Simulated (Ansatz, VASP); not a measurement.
Cu: VASP beside Ansatz

Contents of INCAR:

```
SYSTEM = Cu
ALGO = Normal
EDIFF = 1E-7
ENCUT = 520
GGA = PE
ISIF = 2
ISMEAR = 0
ISPIN = 2
LASPH = .TRUE.
LCHARG = .TRUE.
LELF = .TRUE.
LMAXMIX = 4
LORBIT = 11
LREAL = .FALSE.
LVHAR = .TRUE.
LWAVE = .FALSE.
MAGMOM = 1
NBANDS = 16
NELM = 150
PREC = Accurate
SIGMA = 0.1
```

Contents of KPOINTS:

```
k-points
0
G
  12 12 12
  0 0 0
```

The input POSCAR:

```
Cu
1.0
   -2.0303375000      2.0303375000      2.8510940000
    2.0303375000     -2.0303375000      2.8510940000
    2.0303375000      2.0303375000     -2.8510940000
Cu
1
Direct
    0.5000000000      0.5000000000      0.0000000000
```

Input for Ansatz:

```yaml
crystal:
  lattice:
    - [-2.0303375, 2.0303375, 2.851094]
    - [2.0303375, -2.0303375, 2.851094]
    - [2.0303375, 2.0303375, -2.851094]
  atoms:
    - { symbol: Cu, position: [0.5, 0.5, 0.0], spin: 1.0 }
magnetization:
  spin_polarized: true
basis:
  ecutwfc: 500
  fft_grid_basis: typed
kpoints:
  mp_grid: { grid: [12, 12, 12] }
hamiltonian:
  xc: pbe
  pseudopotentials: { kind: paw }
scf:
  occupations: { method: gaussian, width: 0.1 }
output:
  forces: true
  stress: true
  eigenvalues: true
  bader: true
  write_density: true
  volumetric_format: npy
  populations: true
```

Alike in both runs: task single point; functional PBE; k mesh 12 × 12 × 12; occupations gaussian, width 0.1 eV; collinear spin.

|  | VASP | Ansatz |
| --- | --- | --- |
| version | VASP 6.6.1 | Ansatz 0.2.0 |
| potentials or method | VASP PAW PBE potentials, release 64 (Cu), cutoff 520 eV | scalar-relativistic, plane waves, PAW |
| valence electrons in the cell | 11 | 19 |

```csv
,VASP,Ansatz,Ansatz less VASP
gap on the k mesh at the Fermi level (eV),none,none,-
net moment per atom (μB),0.00,0.00,0.000
```

A gap of «none» marks a metal or a gap that the smearing closes. VASP's potentials hold 11 valence electrons a cell and Ansatz's 19, so a difference there can come from the potentials and not from the codes. Ansatz's warnings: seeded moment not kept.
